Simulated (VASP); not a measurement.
# GePt (Pm-3m) in VASP: a series of runs, part 2 of 2

VASP 6.6.1.

## (4) Relaxation of cell and atoms, r2SCAN

This run uses another cell than the first one, of 16.38 Å³/atom.

Contents of POSCAR:

```
GePt
1.0
    3.1994579022      0.0000000000      0.0000000000
    0.0000000000      3.1994579022      0.0000000000
    0.0000000000      0.0000000000      3.1994579022
Ge Pt
1 1
Direct
    0.0000000000      0.0000000000      0.0000000000
    0.5000000000      0.5000000000      0.5000000000
```

Contents of INCAR.step1:

```
SYSTEM = GePt
PREC = Accurate
ENCUT = 600
ISMEAR = 0
SIGMA = 0.1
LREAL = .False.
LASPH = .True.
NELM = 100
GGA = PE
ALGO = Normal
EDIFF = 1E-4
LWAVE = .True.
LCHARG = .False.
```

Contents of INCAR.step2:

```
SYSTEM = GePt
PREC = Accurate
ENCUT = 600
EDIFF = 1E-7
ISMEAR = 0
SIGMA = 0.1
LREAL = .False.
LASPH = .True.
NELM = 100
ALGO = Normal
ISIF = 3
LWAVE = .False.
LCHARG = .False.
METAGGA = R2SCAN
LMIXTAU = .True.
IBRION = 2
NSW = 90
EDIFFG = -0.04
ISTART = 1
```

Contents of KPOINTS:

```
Automatic mesh
0
Gamma
  6 6 6
  0 0 0
```

Command:

```sh
cat potpaw_PBE.64/Ge_d/POTCAR potpaw_PBE.64/Pt/POTCAR > POTCAR
cp INCAR.step1 INCAR
mpirun -np 1 vasp_std > vasp.out
cp INCAR.step2 INCAR
mpirun -np 1 vasp_std > vasp.out
```

Run time: 4.2 min. Hardware: 1 thread of Intel Xeon 8259CL, shared host; peak memory 0.18 GiB.

Results (log left out):

* Free energy: -65.3711 eV
* Relaxed volume: 15.82 Å³/atom
* Relaxed cell: a = 3.163 Å, b = 3.163 Å, c = 3.163 Å, α = 90.00°, β = 90.00°, γ = 90.00°
* Space group after relaxing (to 0.1 Å): Pm-3m (No. 221)
* Energy gained by relaxing: 8.9 meV/atom
* Ionic steps: 3
* Pressure after relaxing: 0.0 GPa
* Band gap on the k mesh: zero (bands 12 and 13 overlap by 3.69 eV)

Step by step:
| step | energy change (eV) | largest force (eV/Å) | pressure (GPa) | volume (Å³) |
| --- | --- | --- | --- | --- |
| 1 | 0.0000 | 0.0000 | -4.91 | 32.75 |
| 2 | 0.0062 | 0.0000 | 6.76 | 30.43 |
| 3 | -0.0177 | 0.0000 | 0.02 | 31.63 |

Final structure:
```yaml
crystal:
  lattice:
    - [3.16268, 0.00000, 0.00000]
    - [0.00000, 3.16268, 0.00000]
    - [0.00000, 0.00000, 3.16268]
  atoms:
    - { symbol: Ge, position: [0.00000, 0.00000, 0.00000] }
    - { symbol: Pt, position: [0.50000, 0.50000, 0.50000] }
```

Levels at points of the mesh, in eV from the Fermi level:
| k point | band 8 | band 9 | band 10 | band 11 | band 12 | band 13 | band 14 | band 15 | band 16 |
| --- | --- | --- | --- | --- | --- | --- | --- | --- | --- |
| (0.00, 0.00, 0.00) | -5.23 | -2.54 | -2.54 | -2.54 | 1.76 | 1.76 | 1.76 | 5.03 | 10.47 |
| (0.50, 0.00, 0.00) | -4.81 | -4.26 | -4.26 | -2.44 | -1.19 | 6.99 | 6.99 | 7.86 | 8.54 |
| (0.50, 0.50, 0.00) | -4.38 | -4.38 | -3.47 | -3.47 | -1.50 | 0.01 | 1.04 | 5.16 | 11.75 |
| (0.50, 0.50, 0.50) | -6.87 | -5.64 | -1.43 | -1.43 | 2.53 | 2.53 | 2.53 | 4.27 | 4.27 |

Caveat: the PAW data sets were made with another functional, which shifts forces and pressure a little; spin-orbit coupling is left out, which moves the levels of the heavy elements.

## (5) Single point, r2SCAN

This run uses another cell than the first one, of 15.75 Å³/atom.

Contents of POSCAR:

```
GePt
1.0
    3.1584814248      0.0000000000      0.0000000000
    0.0000000000      3.1584814248      0.0000000000
    0.0000000000      0.0000000000      3.1584814248
Ge Pt
1 1
Direct
    0.0000000000      0.0000000000      0.0000000000
    0.5000000000      0.5000000000      0.5000000000
```

Contents of INCAR.step1:

```
SYSTEM = GePt
PREC = Accurate
ENCUT = 520
ISMEAR = 0
SIGMA = 0.1
LREAL = .False.
LASPH = .True.
NELM = 80
NBANDS = 19
GGA = PE
ALGO = Normal
EDIFF = 1E-4
LWAVE = .True.
LCHARG = .False.
```

Contents of INCAR.step2:

```
SYSTEM = GePt
PREC = Accurate
ENCUT = 520
EDIFF = 1E-6
ISMEAR = 0
SIGMA = 0.1
LREAL = .False.
LASPH = .True.
NELM = 80
ALGO = Normal
ISIF = 2
LWAVE = .False.
LCHARG = .False.
METAGGA = R2SCAN
LMIXTAU = .True.
NBANDS = 19
ISTART = 1
```

Contents of KPOINTS:

```
regular mesh
0
Gamma
  18 18 18
  0 0 0
```

Potentials or basis: VASP PAW PBE potentials, release 64 (Ge_d, Pt).

Command:

```sh
cat potpaw_PBE.64/Ge_d/POTCAR potpaw_PBE.64/Pt/POTCAR > POTCAR
cp INCAR.step1 INCAR
mpirun -np 1 vasp_std > vasp.out
cp INCAR.step2 INCAR
mpirun -np 1 vasp_std > vasp.out
```

OUTCAR:

```text
SYSTEM = GePt
   PREC = Accurate
   ENCUT = 520
   EDIFF = 1E-6
   ISMEAR = 0
   LREAL = .False.
   LASPH = .True.
   NELM = 80
   ISIF = 2
   METAGGA = R2SCAN
   ISTART = 1

 ion  position               nearest neighbor table
   1  0.000  0.000  0.000-   2 2.74   2 2.74   2 2.74   2 2.74   2 2.74   2 2.74   2 2.74   2 2.74

   2  0.500  0.500  0.500-   1 2.74   1 2.74   1 2.74   1 2.74   1 2.74   1 2.74   1 2.74   1 2.74

  LATTYP: Found a simple cubic cell.
 ALAT       =     3.1584814248

  Lattice vectors:

 A1 = (   3.1584814248,   0.0000000000,   0.0000000000)
 A2 = (   0.0000000000,   3.1584814248,   0.0000000000)
 A3 = (   0.0000000000,   0.0000000000,   3.1584814248)

Analysis of symmetry for initial positions (statically):
=====================================================================
 Subroutine PRICEL returns:
 Original cell was already a primitive cell.

 Routine SETGRP: Setting up the symmetry group for a
 simple cubic supercell.

 Subroutine GETGRP returns: Found 48 space group operations
 (whereof 48 operations were pure point group operations)
 out of a pool of 48 trial point group operations.

The static configuration has the point symmetry O_h .

Analysis of symmetry for dynamics (positions and initial velocities):
=====================================================================
 Subroutine PRICEL returns:
 Original cell was already a primitive cell.

 Routine SETGRP: Setting up the symmetry group for a
 simple cubic supercell.

 Subroutine GETGRP returns: Found 48 space group operations
 (whereof 48 operations were pure point group operations)
 out of a pool of 48 trial point group operations.

The dynamic configuration has the point symmetry O_h .

 Subroutine INISYM returns: Found 48 space group operations
 (whereof 48 operations are pure point group operations),
 and found     1 'primitive' translations

[... 102 lines left out ...]
   POTIM  = 0.5000    time-step for ionic-motion
   TEBEG  =    0.0;   TEEND  =   0.0 temperature during run
   PSTRESS=    0.0 pullay stress
   NELECT =      24.0000    total number of electrons
   NUPDOWN=      -1.0000    fix difference up-down
   EMIN   =  10.00;   EMAX   =-10.00  energy-range for DOS
   EFERMI =   0.00;   METHOD = LEGACY
   ISMEAR =     0;   SIGMA  =   0.10  broadening in eV -4-tet -1-fermi 0-gaus
   EFERMI_NEDOS =   21; number of points for ismear=-14 and -15
   IALGO  =     38    algorithm
   IMIX   =      4    mixing-type and parameters
     AMIX     =   0.40;   BMIX     =  1.00
     AMIX_MAG =   1.60;   BMIX_MAG =  1.00
  volume/ion in A,a.u.               =      15.75       106.32
  Fermi-wavevector in a.u.,A,eV,Ry     =   1.495089  2.825308 30.412964  2.235290
  Thomas-Fermi vector in A             =   2.607278
   LORBIT       =      0    0 simple, 1 ext, 2 COOP (PROOUT), +10 PAW based schemes
   METAGGA = R2SCAN    functional components
   LHFCALC =     F    Hartree Fock is set to
   AEXX    =    0.0000 exact exchange contribution
   IVDW    =     0    specifies the selected vdW correction
   LEPSILON=     F    determine dielectric tensor
   LRPA    =     F    only Hartree local field effects (RPA)
 non-spin polarized calculation
 Gauss-broadening in eV      SIGMA  =   0.10
  energy-cutoff  :      520.00
  volume of cell :       31.51
 maximum number of plane-waves:       876
 NGX is ok and might be reduce to    24
   NGX = 11   NGY = 11   NGZ = 11

 number of electron      24.0000022 magnetization

 Free energy of the ion-electron system (eV)
  ---------------------------------------------------
  ext. energy  EPLUGINS =         0.00000000
  ---------------------------------------------------
  free energy    TOTEN  =       -65.43525887 eV

  energy without entropy =      -65.43029315  energy(sigma->0) =      -65.43277601

 E-fermi :   9.8366     XC(G=0): -13.9462

 val. band max:        9.8311117828   @ k =   0.4444   0.3889   0.1111
 cond. band min:       9.8538766496   @ k =   0.2778   0.2222   0.2222
 fundamental gap:      0.0227648668
 Fermi energy:         9.8366481762

 k-point     1 :       0.0000    0.0000    0.0000
  band No.  band energies     occupation
      1     -15.9958      2.00000
      2     -15.9958      2.00000
      3     -15.9417      2.00000
      4     -15.9417      2.00000
      5     -15.9417      2.00000
      6      -3.8613      2.00000
[... 505 lines left out ...]
      6      -1.8508      2.00000
[... 11 lines left out ...]
     18      22.1969      0.00000
     19      24.2331      0.00000

 [... further k-points ...]
[... 5 lines left out ...]
  --------------------------------------------------------------------------------------
  -------------------------------------------------------------------------------------
  Total        0.0073262      0.0073262      0.0073262     -0.0000000      0.0000000     -0.0000000
  in kB        0.3725265      0.3725265      0.3725265     -0.0000000      0.0000000     -0.0000000
  external PRESSURE =       0.3725265 kB  Pullay stress =       0.0000000 kB

 VOLUME and BASIS-vectors are now :
 -----------------------------------------------------------------------------
  energy-cutoff  :      520.00
  volume of cell :       31.51
      direct lattice vectors                 reciprocal lattice vectors
     3.158481425  0.000000000  0.000000000     0.316607846  0.000000000  0.000000000
     0.000000000  3.158481425  0.000000000     0.000000000  0.316607846  0.000000000
     0.000000000  0.000000000  3.158481425     0.000000000  0.000000000  0.316607846

 POSITION                                       TOTAL-FORCE (eV/Angst)
 -----------------------------------------------------------------------------------
      0.00000      0.00000      0.00000         0.000000      0.000000      0.000000
      1.57924      1.57924      1.57924         0.000000      0.000000      0.000000
 -----------------------------------------------------------------------------------
    total drift:                                0.000000      0.000000     -0.000000

  FREE ENERGIE OF THE ION-ELECTRON SYSTEM (eV)
  ---------------------------------------------------
  free  energy   TOTEN  =       -65.4352588686 eV

  energy  without entropy=      -65.4302931505  energy(sigma->0) =      -65.43277601
```

It took 5 min on 1 thread of Intel Xeon 8259CL, shared host; peak memory 0.25 GiB.

What came out:

| Item | Value |
| --- | --- |
| Free energy | -65.4353 eV |
| Pressure | 0.0 GPa |
| Band gap on the k mesh | zero (bands 12 and 13 overlap by 3.67 eV) |

Levels at points of the mesh, in eV from the Fermi level:
| k point | band 10 | band 11 | band 12 | band 13 | band 14 | band 15 |
| --- | --- | --- | --- | --- | --- | --- |
| (0.00, 0.00, 0.00) | -2.52 | -2.52 | 1.80 | 1.80 | 1.80 | 5.12 |
| (0.50, 0.00, 0.00) | -4.25 | -2.42 | -1.17 | 7.06 | 7.06 | 7.89 |
| (0.50, 0.50, 0.00) | -3.45 | -3.45 | -1.47 | 0.06 | 1.08 | 5.22 |
| (0.50, 0.50, 0.50) | -1.41 | -1.41 | 2.57 | 2.57 | 2.57 | 4.32 |

Caveat: the PAW data sets were made with another functional, which shifts forces and pressure a little; spin-orbit coupling is left out, which moves the levels of the heavy elements.

## (6) Overview

| task | cell | k mesh | cutoff (eV) | gap on the mesh (eV) | pressure (GPa) |
| --- | --- | --- | --- | --- | --- |
| single point | a = 3.162 Å, 2 atoms | 6 × 6 × 6 | 520 | none | 0.3 |
| single point | a = 3.199 Å, 2 atoms | 6 × 6 × 6 | 520 | none | -4.9 |
| relaxation of cell and atoms | relaxed from a = 3.199 Å, 2 atoms | 6 × 6 × 6 | 600 | none | 0.0 |
| single point | a = 3.158 Å, 2 atoms | 18 × 18 × 18 | 520 | none | 0.0 |

Alike in all rows: level r2SCAN; potentials or basis VASP PAW PBE potentials, release 64 (Ge_d, Pt); no spin polarisation; smearing gaussian 0.1 eV.

Caveats: the PAW data sets were made with another functional, which shifts forces and pressure a little; spin-orbit coupling is left out, which moves the levels of the heavy elements; the cell stands under tension (at least some runs).

Absolute energies hang on the potentials; compare differences alone.

The gap in the log of VASP goes by the Fermi energy; the results here count the filled bands.